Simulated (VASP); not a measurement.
# FeSi (P2_13) in VASP: further runs, part 2 of 2

VASP 6.6.1. The steps go on from the part before.

## Step 4: Single point, PBE (11.99 Å³/atom)

This run uses another cell than the first one, of 11.99 Å³/atom.

Contents of INCAR:

```
SYSTEM = FeSi
PREC = Accurate ; ENCUT = 520
EDIFF = 1E-6 ; ISMEAR = 0
SIGMA = 0.01 ; LREAL = .FALSE.
LASPH = .TRUE. ; NELM = 80
ALGO = Normal ; ISIF = 2
LWAVE = .FALSE. ; LCHARG = .TRUE.
GGA = PE ; LELF = .TRUE.
LVHAR = .TRUE. ; NBANDS = 34
```

Contents of KPOINTS:

```
Automatic mesh
0
G
  8 8 8
  0 0 0
```

Contents of POSCAR:

```
FeSi
1.0
    4.5775944630      0.0000000000      0.0000000000
    0.0000000000      4.5775944630      0.0000000000
    0.0000000000      0.0000000000      4.5775944630
Fe Si
4 4
Direct
    0.1310292334      0.1310292334      0.1310292334
    0.3689707666      0.8689707666      0.6310292334
    0.6310292334      0.3689707666      0.8689707666
    0.8689707666      0.6310292334      0.3689707666
    0.8385457313      0.8385457313      0.8385457313
    0.6614542687      0.1614542687      0.3385457313
    0.3385457313      0.6614542687      0.1614542687
    0.1614542687      0.3385457313      0.6614542687
```

Potentials or basis: VASP PAW PBE potentials, release 64 (Fe, Si).

Run with:

```console
$ cat potpaw_PBE.64/Fe/POTCAR potpaw_PBE.64/Si/POTCAR > POTCAR
$ mpirun -np 1 vasp_std > vasp.out
```

OUTCAR:

```text
SYSTEM = FeSi
   PREC = Accurate
   ENCUT = 520
   EDIFF = 1E-6
   ISMEAR = 0
   LREAL = .FALSE.
   LASPH = .TRUE.
   NELM = 80
   ISIF = 2
   GGA = PE

 ion  position               nearest neighbor table
   1  0.131  0.131  0.131-   5 2.32   6 2.35   7 2.35   8 2.35   7 2.61   8 2.61   6 2.61   3 2.80
                             4 2.80   2 2.80   2 2.80   4 2.80   3 2.80
   2  0.369  0.869  0.631-   6 2.32   5 2.35   7 2.35   8 2.35   7 2.61   8 2.61   5 2.61   1 2.80
                             1 2.80   3 2.80   3 2.80   4 2.80   4 2.80
   3  0.631  0.369  0.869-   7 2.32   6 2.35   5 2.35   8 2.35   8 2.61   6 2.61   5 2.61   1 2.80
                             4 2.80   2 2.80   2 2.80   4 2.80   1 2.80
   4  0.869  0.631  0.369-   8 2.32   6 2.35   7 2.35   5 2.35   6 2.61   5 2.61   7 2.61   1 2.80
                             3 2.80   2 2.80   1 2.80   2 2.80   3 2.80
   5  0.839  0.839  0.839-   1 2.32   2 2.35   3 2.35   4 2.35   3 2.61   4 2.61   2 2.61   6 2.84
                             7 2.84   8 2.84   6 2.84   8 2.84   7 2.84
   6  0.661  0.161  0.339-   2 2.32   1 2.35   3 2.35   4 2.35   3 2.61   4 2.61   1 2.61   8 2.84
                             5 2.84   5 2.84   7 2.84   7 2.84   8 2.84
   7  0.339  0.661  0.161-   3 2.32   2 2.35   1 2.35   4 2.35   4 2.61   2 2.61   1 2.61   8 2.84
                             5 2.84   8 2.84   6 2.84   6 2.84   5 2.84
   8  0.161  0.339  0.661-   4 2.32   2 2.35   3 2.35   1 2.35   2 2.61   1 2.61   3 2.61   7 2.84
[... 1094 lines left out ...]

 [... further k-points ...]

------------------------ aborting loop because EDIFF is reached ----------------------------------------

  FORCE on cell =-STRESS in cart. coord.  units (eV):
  Direction    XX          YY          ZZ          XY          YZ          ZX
  --------------------------------------------------------------------------------------
  -------------------------------------------------------------------------------------
  Total       -8.9930354     -8.9930354     -8.9930354      0.0000000     -0.0000000     -0.0000000
  in kB     -150.2121073   -150.2121073   -150.2121073      0.0000000     -0.0000000     -0.0000000
  external PRESSURE =    -150.2121073 kB  Pullay stress =       0.0000000 kB

 VOLUME and BASIS-vectors are now :
 -----------------------------------------------------------------------------
  energy-cutoff  :      520.00
  volume of cell :       95.92
      direct lattice vectors                 reciprocal lattice vectors
     4.577594463  0.000000000  0.000000000     0.218455350  0.000000000  0.000000000
     0.000000000  4.577594463  0.000000000     0.000000000  0.218455350  0.000000000
     0.000000000  0.000000000  4.577594463     0.000000000  0.000000000  0.218455350

 POSITION                                       TOTAL-FORCE (eV/Angst)
 -----------------------------------------------------------------------------------
      0.59980      0.59980      0.59980         0.017500      0.017500      0.017500
      1.68900      3.97780      2.88860        -0.017500     -0.017500      0.017500
      2.88860      1.68900      3.97780         0.017500     -0.017500     -0.017500
      3.97780      2.88860      1.68900        -0.017500      0.017500     -0.017500
      3.83852      3.83852      3.83852         0.002463      0.002463      0.002463
      3.02787      0.73907      1.54973        -0.002463     -0.002463      0.002463
      1.54973      3.02787      0.73907         0.002463     -0.002463     -0.002463
      0.73907      1.54973      3.02787        -0.002463      0.002463     -0.002463
 -----------------------------------------------------------------------------------
    total drift:                                0.000000      0.000000     -0.000000

  FREE ENERGIE OF THE ION-ELECTRON SYSTEM (eV)
  ---------------------------------------------------
  free  energy   TOTEN  =       -58.3754234530 eV

  energy  without entropy=      -58.3754234530  energy(sigma->0) =      -58.37542345
```

OSZICAR:

```text
N       E                     dE             d eps       ncg     rms          rms(c)
DAV:   1     0.337188035064E+03    0.33719E+03   -0.19603E+04  3060   0.154E+03
DAV:   2    -0.364290579134E+02   -0.37362E+03   -0.35496E+03  3060   0.357E+02
DAV:   3    -0.648905212280E+02   -0.28461E+02   -0.25690E+02  3622   0.114E+02
DAV:   4    -0.663302063335E+02   -0.14397E+01   -0.14157E+01  4488   0.246E+01
DAV:   5    -0.663634580494E+02   -0.33252E-01   -0.33215E-01  4320   0.358E+00    0.296E+01
DAV:   6    -0.747218484650E+02   -0.83584E+01   -0.16741E+02  4586   0.150E+02    0.374E+01
DAV:   7    -0.584178977896E+02    0.16304E+02   -0.63570E+01  4198   0.108E+02    0.839E+00
DAV:   8    -0.585001756198E+02   -0.82278E-01   -0.45304E+00  3606   0.116E+01    0.357E+00
DAV:   9    -0.583860515785E+02    0.11412E+00   -0.35104E-01  4936   0.631E+00    0.158E+00
DAV:  10    -0.583760681364E+02    0.99834E-02   -0.26172E-02  4472   0.120E+00    0.462E-01
DAV:  11    -0.583756127215E+02    0.45541E-03   -0.27724E-03  4514   0.505E-01    0.245E-01
DAV:  12    -0.583754322675E+02    0.18045E-03   -0.33692E-04  4078   0.149E-01    0.704E-02
DAV:  13    -0.583754256610E+02    0.66064E-05   -0.11121E-04  4820   0.620E-02    0.413E-02
DAV:  14    -0.583754235328E+02    0.21283E-05   -0.13756E-05  3746   0.268E-02    0.599E-03
DAV:  15    -0.583754234530E+02    0.79799E-07   -0.12560E-06  1800   0.151E-02
   1 F= -.58375423E+02 E0= -.58375423E+02  d E =-.707130E-33
```

stdout:

```text
POSCAR found type information on POSCAR FeSi
 POSCAR found :  2 types and       8 ions
 scaLAPACK will be used
 LDA part: xc-table for (Slater+PW92), standard interpolation
 POSCAR, INCAR and KPOINTS ok, starting setup
 FFT: planning ... GRIDC
 FFT: planning ... GRID_SOFT
 FFT: planning ... GRID
 WAVECAR not read
 entering main loop
```

Wall time 4.2 min (1 thread of Intel Xeon 8259CL, shared host); peak memory 0.27 GiB.

What came out:

| Quantity | Value |
| --- | --- |
| Free energy | -58.3754 eV |
| Pressure | -15.0 GPa |
| Largest force | 0.030 eV/Å |
| Band gap on the k mesh | 0.17 eV (least direct gap 0.18 eV) |

Forces on the atoms (eV/Å):
```
Fe   0.018  0.018  0.018
Fe  -0.018 -0.018  0.018
Fe   0.018 -0.018 -0.018
Fe  -0.018  0.018 -0.018
Si   0.002  0.002  0.002
Si  -0.002 -0.002  0.002
Si   0.002 -0.002 -0.002
Si  -0.002  0.002 -0.002
```

Levels at points of the mesh, in eV from the valence-band top:
```
           k point  band 22  band 23  band 24  band 25  band 26  band 27
(0.00, 0.00, 0.00)    -0.25    -0.02    -0.02     0.59     0.59     0.59
(0.50, 0.00, 0.00)    -0.33    -0.02    -0.02     0.20     0.20     1.58
(0.50, 0.50, 0.00)    -0.90    -0.31    -0.31     0.60     0.60     1.16
(0.50, 0.50, 0.50)    -0.57    -0.57    -0.57     0.46     0.46     0.46
```

Caveat: the cell stands under tension.

## Step 5: The runs side by side

```csv
cell,gap on the mesh (eV),pressure (GPa),largest force (eV/Å)
"a = 4.492 Å, 8 atoms, atomic positions A",0.16,-5.8,0.03
"a = 4.535 Å, 8 atoms, atomic positions B",0.16,-10.9,0.03
"a = 4.578 Å, 8 atoms, atomic positions C",0.17,-15.0,0.03
```

Alike in all rows: task single point; level PBE; potentials or basis VASP PAW PBE potentials, release 64 (Fe, Si); no spin polarisation; k mesh 8 × 8 × 8; cutoff (eV) 520; smearing gaussian 0.01 eV.

Caveats: the cell stands under tension.

Total energies depend on the potentials used, so only differences within one code and one set of settings carry meaning.
